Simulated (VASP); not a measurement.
Write the native input for VASP 6.6.1 that does the following.

```
Task                   : single point
Functional             : PBE
Potentials or basis    : VASP PAW PBE potentials, release 64 (Co, Si)
Cutoff                 : 520 eV
k mesh                 : 12 × 12 × 7
Occupations            : fermi-dirac, width 0.08 eV
Spin                   : no spin polarisation
Dipole correction      : no
Further INCAR settings : ALGO = Normal; EDIFF = 1e-06; NBANDS = 21
```

The structure of CoSi (NiAs type) lies in POSCAR:

```
CoSi
1.0
    3.3804733338      0.0000000000      0.0000000000
   -1.6902366669      2.9275757838      0.0000000000
    0.0000000000      0.0000000000      5.0234783971
Co Si
2 2
Direct
    0.0000000000      0.0000000000      0.0000000000
    0.0000000000      0.0000000000      0.5000000000
    0.3333333333      0.6666666667      0.2500000000
    0.6666666667      0.3333333333      0.7500000000
```

These files were run (other wordings do the same):

INCAR

```
  PREC = Accurate
  ENCUT = 520
  EDIFF = 1E-6
  ISMEAR = -1
  SIGMA = 0.08
  LREAL = F
  LASPH = T
  NELM = 100
  ALGO = Normal
  ISIF = 2
  LWAVE = F
  LCHARG = T
  GGA = PE
  LELF = T
  LVHAR = T
  NBANDS = 21
```

KPOINTS

```
Automatic mesh
0
Gamma
  12 12 7
```

Potentials or basis: VASP PAW PBE potentials, release 64 (Co, Si).

Command:

```bash
$ cat potpaw_PBE.64/Co/POTCAR potpaw_PBE.64/Si/POTCAR > POTCAR
$ mpirun -np 1 vasp_std > vasp.out
```

It gave:

```yaml
Pressure: -0.3 GPa
Band_gap_on_the_k_mesh: zero (bands 13 and 14 overlap by 2.71 eV)
```

Caveat: the run has no spin polarisation, though such a crystal can be magnetic.

Wall time 39 s on 1 thread of Intel(R) Xeon(R) 6975P-C (Granite Rapids), with other jobs on the host, peak memory 0.22 GiB.
